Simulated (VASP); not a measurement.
# CsRb2TiF6 (Fm-3m) in VASP: a series of runs

The runs below take CsRb2TiF6 through single point, with LDA.

All numbers are computed with VASP 6.6.1; they aren't measurements. Logs are shortened: lines on timing, memory, paths and dates and some standing lists are left out, and cuts for length are marked.

### 1 The cell of the first run

The structure is cubic, space group Fm-3m (No. 225). The conventional cell has a = 9.586 Å, b = 9.586 Å, c = 9.586 Å, α = 90.00°, β = 90.00°, γ = 90.00°. Within 3.7 Å of Cs (site symmetry m-3m) lie 6 F at 2.80 Å. Within 4.5 Å of Rb (site symmetry -43m) lie 12 F at 3.41 Å and 4 Cs at 4.15 Å and 4 Ti at 4.15 Å. Ti (site symmetry m-3m) has 6 F at 1.99 Å within 2.6 Å. Within 2.6 Å of F (site symmetry 4mm) lie 1 Ti at 1.99 Å.

### 2 Single point, LDA

Contents of INCAR:

```
PREC     = Accurate       # precision mode
ENCUT    = 520            # plane-wave cutoff, eV
EDIFF    = 1E-7           # SCF threshold, eV
ISMEAR   = -1             # smearing method
SIGMA    = 0.1            # smearing width, eV
LREAL    = F              # projectors in reciprocal space
LASPH    = T              # aspherical terms in the spheres
NELM     = 80             # most SCF steps
ALGO     = Normal         # electronic algorithm
ISIF     = 2              # what is computed and relaxed
LWAVE    = F              # write WAVECAR
LCHARG   = T              # write CHGCAR
LELF     = T              # ELF
LVHAR    = T            
NBANDS   = 52             # bands
```

Contents of KPOINTS:

```
Automatic mesh
0
Gamma
  4 4 4
```

Contents of POSCAR:

```
CsRb2TiF6
1.0
    0.0000000000      4.7931470000      4.7931470000
    4.7931470000      0.0000000000      4.7931470000
    4.7931470000      4.7931470000      0.0000000000
Cs Rb Ti F
1 2 1 6
Direct
    0.5000000000      0.5000000000      0.5000000000
    0.7500000000      0.7500000000      0.7500000000
    0.2500000000      0.2500000000      0.2500000000
    0.0000000000      0.0000000000      0.0000000000
    0.7921740000      0.2078260000      0.2078260000
    0.2078260000      0.2078260000      0.7921740000
    0.2078260000      0.7921740000      0.7921740000
    0.2078260000      0.7921740000      0.2078260000
    0.7921740000      0.2078260000      0.7921740000
    0.7921740000      0.7921740000      0.2078260000
```

Potentials or basis: VASP PAW LDA potentials, release 64 (Cs_sv, Rb_sv, Ti_sv, F).

On the command line:

```
cat potpaw_LDA.64/Cs_sv/POTCAR potpaw_LDA.64/Rb_sv/POTCAR potpaw_LDA.64/Ti_sv/POTCAR potpaw_LDA.64/F/POTCAR > POTCAR
mpirun -np 1 vasp_std > vasp.out
```

OUTCAR:

```text
PREC = Accurate
   ENCUT = 520
   EDIFF = 1E-7
   ISMEAR = -1
   LREAL = F
   LASPH = T
   NELM = 80
   ISIF = 2

 ion  position               nearest neighbor table
   1  0.500  0.500  0.500-   3 4.15   3 4.15   3 4.15   2 4.15   2 4.15   2 4.15   3 4.15   2 4.15

   2  0.750  0.750  0.750-   7 3.41   9 3.41  10 3.41   5 3.41   8 3.41  10 3.41   5 3.41   6 3.41
                             9 3.41   6 3.41   7 3.41   8 3.41   1 4.15   1 4.15   4 4.15   1 4.15
   3  0.250  0.250  0.250-   5 3.41   9 3.41  10 3.41   7 3.41   8 3.41  10 3.41   6 3.41   7 3.41
                             9 3.41   5 3.41   6 3.41   8 3.41   4 4.15   4 4.15   4 4.15   1 4.15
   4  0.000  0.000  0.000-   5 1.99   6 1.99   7 1.99   8 1.99   9 1.99  10 1.99   2 4.15   2 4.15
                             2 4.15   3 4.15   3 4.15   3 4.15   3 4.15   2 4.15
   5  0.792  0.208  0.208-   4 1.99   2 3.41   3 3.41   2 3.41   3 3.41
   6  0.208  0.208  0.792-   4 1.99   2 3.41   3 3.41   2 3.41   3 3.41
   7  0.208  0.792  0.792-   4 1.99   2 3.41   2 3.41   3 3.41   3 3.41
   8  0.208  0.792  0.208-   4 1.99   2 3.41   3 3.41   2 3.41   3 3.41
   9  0.792  0.208  0.792-   4 1.99   2 3.41   2 3.41   3 3.41   3 3.41
  10  0.792  0.792  0.208-   4 1.99   2 3.41   2 3.41   3 3.41   3 3.41

  LATTYP: Found a face centered cubic cell.
 ALAT       =     9.5862940000

  Lattice vectors:

 A1 = (   0.0000000000,   4.7931470000,   4.7931470000)
 A2 = (   4.7931470000,   0.0000000000,   4.7931470000)
 A3 = (   4.7931470000,   4.7931470000,   0.0000000000)

Analysis of symmetry for initial positions (statically):
=====================================================================
 Subroutine PRICEL returns:
 Original cell was already a primitive cell.

 Routine SETGRP: Setting up the symmetry group for a
 face centered cubic supercell.

 Subroutine GETGRP returns: Found 48 space group operations
 (whereof 48 operations were pure point group operations)
 out of a pool of 48 trial point group operations.

The static configuration has the point symmetry O_h .

Analysis of symmetry for dynamics (positions and initial velocities):
=====================================================================
 Subroutine PRICEL returns:
 Original cell was already a primitive cell.

 Routine SETGRP: Setting up the symmetry group for a
 face centered cubic supercell.

 Subroutine GETGRP returns: Found 48 space group operations
 (whereof 48 operations were pure point group operations)
 out of a pool of 48 trial point group operations.

The dynamic configuration has the point symmetry O_h .

 Subroutine INISYM returns: Found 48 space group operations
 (whereof 48 operations are pure point group operations),
 and found     1 'primitive' translations

----------------------------------------------------------------------------------------

                                     Primitive cell

  volume of cell :     220.2380

  direct lattice vectors                    reciprocal lattice vectors
     0.000000000  4.793147000  4.793147000    -0.104315599  0.104315599  0.104315599
     4.793147000  0.000000000  4.793147000     0.104315599 -0.104315599  0.104315599
     4.793147000  4.793147000  0.000000000     0.104315599  0.104315599 -0.104315599

  length of vectors
     6.778533494  6.778533494  6.778533494     0.180679917  0.180679917  0.180679917

  position of ions in fractional coordinates (direct lattice)
     0.500000000  0.500000000  0.500000000
     0.750000000  0.750000000  0.750000000
     0.250000000  0.250000000  0.250000000
     0.000000000  0.000000000  0.000000000
     0.792174000  0.207826000  0.207826000
     0.207826000  0.207826000  0.792174000
     0.207826000  0.792174000  0.792174000
     0.207826000  0.792174000  0.207826000
     0.792174000  0.207826000  0.792174000
     0.792174000  0.792174000  0.207826000

  ion indices of the primitive-cell ions
   primitive index   ion index
                 1           1
                 2           2
                 3           3
                 4           4
                 5           5
                 6           6
                 7           7
                 8           8
                 9           9
                10          10

----------------------------------------------------------------------------------------

 KPOINTS: Automatic mesh

Automatic generation of k-mesh.
 Grid dimensions read from file:
 generate k-points for:    4    4    4

 Generating k-lattice:

  Cartesian coordinates                     Fractional coordinates (reciprocal lattice)
    -0.026078900  0.026078900  0.026078900     0.250000000  0.000000000  0.000000000
     0.026078900 -0.026078900  0.026078900     0.000000000  0.250000000  0.000000000
     0.026078900  0.026078900 -0.026078900     0.000000000  0.000000000  0.250000000

  Length of vectors
     0.045169979  0.045169979  0.045169979

  Shift w.r.t. Gamma in fractional coordinates (k-lattice)
     0.000000000  0.000000000  0.000000000

 Subroutine IBZKPT returns following result:
 ===========================================

 Found      8 irreducible k-points:

 Following reciprocal coordinates:
            Coordinates               Weight
  0.000000  0.000000  0.000000      1.000000
  0.250000  0.000000  0.000000      8.000000
  0.500000  0.000000  0.000000      4.000000
  0.250000  0.250000  0.000000      6.000000
  0.500000  0.250000  0.000000     24.000000
 -0.250000  0.250000  0.000000     12.000000
  0.500000  0.500000  0.000000      3.000000
 -0.250000  0.500000  0.250000      6.000000
   k-points           NKPTS =      8   k-points in BZ     NKDIM =      8   number of bands    NBANDS=     52
   number of dos      NEDOS =    301   number of ions     NIONS =     10
   total plane-waves  NPLWV = 125000
   dimension x,y,z NGX =    50 NGY =   50 NGZ =   50
   dimension x,y,z NGXF=   100 NGYF=  100 NGZF=  100
   ions per type =               1   2   1   6
   NGX,Y,Z   is equivalent  to a cutoff of  12.26, 12.26, 12.26 a.u.
   NGXF,Y,Z  is equivalent  to a cutoff of  24.53, 24.53, 24.53 a.u.
 SYSTEM =  unknown system
   PREC   = accura    normal or accurate (medium, high low for compatibility)
   ISTART =      0    job   : 0-new  1-cont  2-samecut
   ICHARG =      2    charge: 1-file 2-atom 10-const
   ISPIN  =      1    spin polarized calculation?
   LNONCOLLINEAR =      F non collinear calculations
   LSORBIT =      F    spin-orbit coupling
   LASPH  =      T    aspherical Exc in radial PAW
   ENCUT  =  520.0 eV  38.22 Ry    6.18 a.u.  12.60 12.60 12.60*2*pi/ulx,y,z
   NELM   =     80;   NELMIN=  2; NELMDL= -5     # of ELM steps
   EDIFF  = 0.1E-06   stopping-criterion for ELM
   LREAL  =      F    real-space projection
   EDIFFG = 0.1E-05   stopping-criterion for IOM
   NSW    =      0    number of steps for IOM
   IBRION =     -1    ionic relax: 0-MD 1-quasi-New 2-CG
   NFREE  =      0    steps in history (QN), initial steepest desc. (CG)
   ISIF   =      2    stress and relaxation
   ISYM   =      2    0-nonsym 1-usesym 2-fastsym
   POTIM  = 0.5000    time-step for ionic-motion
   TEBEG  =    0.0;   TEEND  =   0.0 temperature during run
   PSTRESS=    0.0 pullay stress
   NELECT =      81.0000    total number of electrons
   NUPDOWN=      -1.0000    fix difference up-down
   EMIN   =  10.00;   EMAX   =-10.00  energy-range for DOS
   EFERMI =   0.00;   METHOD = LEGACY
   ISMEAR =    -1;   SIGMA  =   0.10  broadening in eV -4-tet -1-fermi 0-gaus
   EFERMI_NEDOS =   21; number of points for ismear=-14 and -15
   IALGO  =     38    algorithm
   IMIX   =      4    mixing-type and parameters
     AMIX     =   0.40;   BMIX     =  1.00
     AMIX_MAG =   1.60;   BMIX_MAG =  1.00
  volume/ion in A,a.u.               =      22.02       148.62
  Fermi-wavevector in a.u.,A,eV,Ry     =   1.172931  2.216518 18.718445  1.375767
  Thomas-Fermi vector in A             =   2.309352
   LORBIT       =      0    0 simple, 1 ext, 2 COOP (PROOUT), +10 PAW based schemes
   GGA     = CA    functional components
   LHFCALC =     F    Hartree Fock is set to
   AEXX    =    0.0000 exact exchange contribution
   IVDW    =     0    specifies the selected vdW correction
   LEPSILON=     F    determine dielectric tensor
   LRPA    =     F    only Hartree local field effects (RPA)
 non-spin polarized calculation
  energy-cutoff  :      520.00
  volume of cell :      220.24
 maximum number of plane-waves:      5961
   NGX = 25   NGY = 25   NGZ = 25

 number of electron      80.9999985 magnetization

 Free energy of the ion-electron system (eV)
  ---------------------------------------------------
  ext. energy  EPLUGINS =         0.00000000
  ---------------------------------------------------
  free energy    TOTEN  =       -55.24355589 eV

  energy without entropy =      -54.97728203  energy(sigma->0) =      -55.11041896

 E-fermi :   2.9876     XC(G=0):  -8.6441

 val. band max:        2.6782687976   @ k =   0.0000   0.0000   0.0000
 cond. band min:       3.0672908459   @ k =   0.5000   0.5000   0.0000
 fundamental gap:      0.3890220483
 Fermi energy:         2.9876343031

 k-point     1 :       0.0000    0.0000    0.0000
  band No.  band energies     occupation
      1     -55.4079      2.00000
      2     -32.1411      2.00000
      3     -32.1411      2.00000
      4     -32.1411      2.00000
      5     -26.2543      2.00000
      6     -26.2434      2.00000
[... 44 lines left out ...]
     51       6.3819      0.00000
     52       6.3923      0.00000

 k-point     2 :       0.2500    0.0000    0.0000
  band No.  band energies     occupation
      1     -55.4079      2.00000
      2     -32.1411      2.00000
      3     -32.1411      2.00000
      4     -32.1411      2.00000
      5     -26.2524      2.00000
      6     -26.2447      2.00000
[... 44 lines left out ...]
     51       5.9839      0.00000
     52       6.0397      0.00000

 k-point     3 :       0.5000    0.0000    0.0000
  band No.  band energies     occupation
      1     -55.4079      2.00000
      2     -32.1411      2.00000
      3     -32.1411      2.00000
      4     -32.1411      2.00000
      5     -26.2483      2.00000
      6     -26.2482      2.00000
[... 44 lines left out ...]
     51       6.4265      0.00000
     52       6.4269      0.00000

 k-point     4 :       0.2500    0.2500    0.0000
  band No.  band energies     occupation
      1     -55.4079      2.00000
      2     -32.1411      2.00000
      3     -32.1411      2.00000
      4     -32.1411      2.00000
      5     -26.2520      2.00000
      6     -26.2449      2.00000
[... 44 lines left out ...]
     51       5.9916      0.00000
     52       6.2143      0.00000

 k-point     5 :       0.5000    0.2500    0.0000
  band No.  band energies     occupation
      1     -55.4079      2.00000
      2     -32.1411      2.00000
      3     -32.1411      2.00000
      4     -32.1411      2.00000
      5     -26.2494      2.00000
      6     -26.2469      2.00000
[... 44 lines left out ...]
     51       6.1930      0.00000
     52       6.4034      0.00000

 k-point     6 :      -0.2500    0.2500    0.0000
  band No.  band energies     occupation
      1     -55.4079      2.00000
      2     -32.1411      2.00000
      3     -32.1411      2.00000
      4     -32.1411      2.00000
      5     -26.2500      2.00000
      6     -26.2464      2.00000
[... 44 lines left out ...]
     51       6.1242      0.00000
     52       6.4441      0.00000

 k-point     7 :       0.5000    0.5000    0.0000
  band No.  band energies     occupation
      1     -55.4079      2.00000
      2     -32.1411      2.00000
      3     -32.1411      2.00000
      4     -32.1411      2.00000
      5     -26.2497      2.00000
      6     -26.2463      2.00000
[... 44 lines left out ...]
     51       6.1097      0.00000
     52       6.2193      0.00000

 k-point     8 :      -0.2500    0.5000    0.2500
  band No.  band energies     occupation
      1     -55.4079      2.00000
      2     -32.1411      2.00000
      3     -32.1411      2.00000
      4     -32.1411      2.00000
      5     -26.2480      2.00000
      6     -26.2480      2.00000
[... 44 lines left out ...]
     51       6.1492      0.00000
     52       6.1492      0.00000

------------------------ aborting loop because EDIFF is reached ----------------------------------------

  FORCE on cell =-STRESS in cart. coord.  units (eV):
  Direction    XX          YY          ZZ          XY          YZ          ZX
  --------------------------------------------------------------------------------------
  -------------------------------------------------------------------------------------
  Total       -6.2766891     -6.2766891     -6.2766891      0.0000000      0.0000000      0.0000000
  in kB      -45.6613723    -45.6613723    -45.6613723      0.0000000      0.0000000      0.0000000
  external PRESSURE =     -45.6613723 kB  Pullay stress =       0.0000000 kB

 VOLUME and BASIS-vectors are now :
 -----------------------------------------------------------------------------
  energy-cutoff  :      520.00
  volume of cell :      220.24
      direct lattice vectors                 reciprocal lattice vectors
     0.000000000  4.793147000  4.793147000    -0.104315599  0.104315599  0.104315599
     4.793147000  0.000000000  4.793147000     0.104315599 -0.104315599  0.104315599
     4.793147000  4.793147000  0.000000000     0.104315599  0.104315599 -0.104315599

 POSITION                                       TOTAL-FORCE (eV/Angst)
 -----------------------------------------------------------------------------------
      4.79315      4.79315      4.79315        -0.000000     -0.000000     -0.000000
      7.18972      7.18972      7.18972         0.000000     -0.000000     -0.000000
      2.39657      2.39657      2.39657        -0.000000     -0.000000      0.000000
      0.00000      0.00000      0.00000        -0.000000     -0.000000      0.000000
      1.99228      4.79315      4.79315        -0.506650     -0.000000      0.000000
      4.79315      4.79315      1.99228        -0.000000     -0.000000     -0.506650
      7.59401      4.79315      4.79315         0.506650     -0.000000      0.000000
      4.79315      1.99228      4.79315        -0.000000     -0.506650      0.000000
      4.79315      7.59401      4.79315        -0.000000      0.506650      0.000000
      4.79315      4.79315      7.59401        -0.000000     -0.000000      0.506650
 -----------------------------------------------------------------------------------
    total drift:                                0.000000      0.000000      0.000000

  FREE ENERGIE OF THE ION-ELECTRON SYSTEM (eV)
  ---------------------------------------------------
  free  energy   TOTEN  =       -55.2435558855 eV

  energy  without entropy=      -54.9772820261  energy(sigma->0) =      -55.11041896
```

Wall time 3 min (1 thread of AMD EPYC 7R13 (Zen 3), shared host); peak memory 0.3 GiB.

What came out:

```
Free energy   : -55.2436 eV
Pressure      : -4.6 GPa
Largest force : 0.507 eV/Å
```

Forces in eV/Å, atoms in the order of the input:
```
Cs   0.000  0.000  0.000
Rb   0.000  0.000  0.000
Rb   0.000  0.000  0.000
Ti   0.000  0.000  0.000
F   -0.507  0.000  0.000
F    0.000  0.000 -0.507
F    0.507  0.000  0.000
F    0.000 -0.507  0.000
F    0.000  0.507  0.000
F    0.000  0.000  0.507
```

Caveat: spin-orbit coupling is left out, which moves the levels of the heavy elements; an odd number of electrons without spin polarisation forces a metal; a magnetic or distorted state may lie lower; semilocal functionals often make such compounds metallic where correlation or magnetic order opens a gap, which also shifts bond lengths.

### 3 Single point, LDA

Contents of INCAR:

```
SYSTEM = CsRb2TiF6
  PREC = Accurate
  ENCUT = 520
  EDIFF = 1E-6
  ISMEAR = -1
  SIGMA = 0.1
  LREAL = .FALSE.
  LASPH = .TRUE.
  NELM = 60
  ALGO = Normal
  ISIF = 2
  LWAVE = .FALSE.
  LCHARG = .TRUE.
  LELF = .TRUE.
  LVHAR = .TRUE.
  NBANDS = 52
```

Contents of KPOINTS:

```
Automatic mesh
0
G
  4 4 4
  0 0 0
```

POSCAR is that of step 2.

Potentials or basis: VASP PAW LDA potentials, release 64 (Cs_sv, Rb_sv, Ti_sv, F).

On the command line:

```
cat potpaw_LDA.64/Cs_sv/POTCAR potpaw_LDA.64/Rb_sv/POTCAR potpaw_LDA.64/Ti_sv/POTCAR potpaw_LDA.64/F/POTCAR > POTCAR
mpirun -np 1 vasp_std > vasp.out
```

Wall time 3.5 min (1 thread of AMD EPYC 7R13 (Zen 3), shared host); peak memory 0.29 GiB.

The run converged. Its results:

- Free energy: -55.2436 eV
- Pressure: -4.6 GPa
- Largest force: 0.506 eV/Å

Forces in eV/Å, atoms in the order of the input:
```
Cs   0.000  0.000  0.000
Rb   0.000  0.000  0.000
Rb   0.000  0.000  0.000
Ti   0.000  0.000  0.000
F   -0.506  0.000  0.000
F    0.000  0.000 -0.506
F    0.506  0.000  0.000
F    0.000 -0.506  0.000
F    0.000  0.506  0.000
F    0.000  0.000  0.506
```

Levels at points of the mesh, in eV from the Fermi level:
| k point | band 37 | band 38 | band 39 | band 40 | band 41 | band 42 | band 43 | band 44 |
| --- | --- | --- | --- | --- | --- | --- | --- | --- |
| (0.00, 0.00, 0.00) | -6.09 | -5.88 | -5.88 | -5.88 | -0.31 | 0.10 | 0.10 | 0.10 |
| (0.50, 0.00, 0.00) | -6.27 | -5.93 | -5.91 | -5.91 | 0.18 | 0.19 | 0.19 | 1.31 |
| (0.50, 0.50, 0.00) | -5.99 | -5.99 | -5.95 | -5.88 | 0.08 | 0.22 | 0.22 | 1.56 |

Caveat: spin-orbit coupling is left out, which moves the levels of the heavy elements; an odd number of electrons without spin polarisation forces a metal; a magnetic or distorted state may lie lower; semilocal functionals often make such compounds metallic where correlation or magnetic order opens a gap, which also shifts bond lengths.
